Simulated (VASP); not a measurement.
C: single point with PBEsol+D3(BJ)

Crystal: C.

```
C
1.0
     2.45801   -0.12290    0.00000
    -1.33544    2.19015    0.00000
     0.00000    0.00000    7.04066
C
4
Direct
  0.00000 0.00000 0.00250
  0.00000 0.00000 0.50250
  0.33333 0.66667 0.00250
  0.66667 0.33333 0.50250
```

This cell differs from its parent crystal: engineering shear strain xy -0.1000, normal strain along z +0.0700.

```yaml
Program: VASP 6.6.1
Task: single point
Functional: PBEsol
Dispersion: D3(BJ)
Potentials_or_basis: VASP PAW PBE potentials, release 64 (C)
Cutoff: 520 eV
k_mesh: 18 × 18 × 6
Occupations: gaussian, width 0.15 eV
Spin: no spin polarisation
```

| Item | Value |
| --- | --- |
| Pressure | 4.0 GPa |
| Largest force | 1.376 eV/Å |
| Dispersion energy per atom | -0.104 eV |

Forces on the atoms (eV/Å):
```
C    1.335  0.309  0.000
C   -1.335 -0.309  0.000
C   -1.341 -0.309  0.000
C    1.341  0.309  0.000
```

Stress tensor (GPa, compression positive):
```
 6.97 44.68  0.00
44.68  6.59  0.00
 0.00  0.00 -1.63
```

Wall time 8.1 min on 1 thread of AMD EPYC 7R43 64-Core Processor (Zen 3) (shared host), peak memory 0.34 GiB.

Caveat: the cell differs from its parent crystal (engineering shear strain xy -0.1000, normal strain along z +0.0700); the stress differs along the axes, from -2 to 7 GPa; the PAW data sets were made with another functional, which shifts forces and pressure a little.
